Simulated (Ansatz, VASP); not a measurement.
# CoO: VASP beside Ansatz

INCAR

```
SYSTEM = CoO
ALGO = Fast
EDIFF = 1E-6
ENCUT = 520
GGA = PS
GGA_COMPAT = .False.
ISIF = 2
ISMEAR = 0
LASPH = .True.
LCHARG = .False.
LMAXMIX = 4
LORBIT = 11
LORBMOM = .True.
LREAL = .False.
LSORBIT = .True.
LWAVE = .False.
MAGMOM = 0 3 0 0 0 0
NBANDS = 27
NELM = 150
PREC = Accurate
SIGMA = 0.1
```

File KPOINTS:

```
k-points
0
Gamma
  16 16 16
  0 0 0
```

Contents of POSCAR:

```
CoO
1.0
    0.0000000000      2.1744804960      2.1744804960
    2.1744804960      0.0000000000      2.1744804960
    2.1744804960      2.1744804960      0.0000000000
Co O
1 1
Direct
    0.0000000000      0.0000000000      0.0000000000
    0.2500000000      0.2500000000      0.2500000000
```

Input for Ansatz:

```yaml
crystal:
  lattice:
    - [0.0, 2.174480496, 2.174480496]
    - [2.174480496, 0.0, 2.174480496]
    - [2.174480496, 2.174480496, 0.0]
  atoms:
    - { symbol: Co, position: [0.0, 0.0, 0.0], spin: 3.0, spin_axis: [0.0, 1.0, 0.0] }
    - { symbol: O, position: [0.25, 0.25, 0.25] }
basis:
  ecutwfc: 420
kpoints:
  mp_grid: { grid: [16, 16, 16] }
hamiltonian:
  xc: pbesol
scf:
  occupations: { method: gaussian, width: 0.1 }
  convergence: { dr2_threshold: 1.0e-10 }
output:
  forces: true
  stress: true
  eigenvalues: true
  populations: true
magnetization:
  noncollinear: true
  spin_orbit: true
```

Alike in both runs: task single point; functional PBEsol; k mesh 16 × 16 × 16; occupations gaussian, width 0.1 eV; non-collinear spin, spin-orbit coupling.

|  | VASP | Ansatz |
| --- | --- | --- |
| version | VASP 6.6.1 | Ansatz 0.2.0 |
| potentials or method | VASP PAW PBE potentials, release 64 (Co, O), cutoff 520 eV | plane waves, PAW |
| valence electrons in the cell | 15 | 23 |

```tsv
	VASP	Ansatz	Ansatz less VASP
pressure (GPa)	0.0	0.1	+0.10
net moment per atom (μB)	0.91	0.91	+0.003
```

VASP's potentials were made for PBE, not for PBEsol. VASP's potentials hold 15 valence electrons a cell and Ansatz's 23, so a difference there can come from the potentials and not from the codes.
